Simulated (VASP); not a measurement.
Here is a VASP 6.6.1 calculation.

Contents of INCAR:

```
ALGO = Normal
EDIFF = 1E-7
ENCUT = 520
GGA = CA
ISIF = 2
ISMEAR = 0
LASPH = T
LCHARG = F
LREAL = F
LWAVE = F
NBANDS = 37
NELM = 100
PREC = Accurate
SIGMA = 0.01
```

KPOINTS

```
k-points
0
Gamma
  4 4 4
```

POSCAR

```
NaAsF6
1.0
    0.0000000000      3.9830493200      3.9830493200
    3.9830493200      0.0000000000      3.9830493200
    3.9830493200      3.9830493200      0.0000000000
Na As F
1 1 6
Direct
    0.5000000000      0.5000000000      0.5000000000
    0.0000000000      0.0000000000      0.0000000000
    0.7816298795      0.7816298795      0.2183701205
    0.2183701205      0.7816298795      0.2183701205
    0.7816298795      0.2183701205      0.2183701205
    0.2183701205      0.2183701205      0.7816298795
    0.7816298795      0.2183701205      0.7816298795
    0.2183701205      0.7816298795      0.7816298795
```

Potentials or basis: VASP PAW LDA potentials, release 64 (Na_pv, As, F).

Run with:

```sh
$ cat potpaw_LDA.64/Na_pv/POTCAR potpaw_LDA.64/As/POTCAR potpaw_LDA.64/F/POTCAR > POTCAR
$ mpirun -np 1 vasp_std > vasp.out
```

Question: Estimate the largest force.

Answer: 0.147 eV/Å.

Question: Estimate the pressure.

Answer: -0.6 GPa.

Forces in eV/Å, atoms in the order of the input:
```
Na   0.000  0.000  0.000
As   0.000  0.000  0.000
F    0.000  0.000 -0.147
F    0.000  0.147  0.000
F    0.147  0.000  0.000
F    0.000  0.000  0.147
F    0.000 -0.147  0.000
F   -0.147  0.000  0.000
```
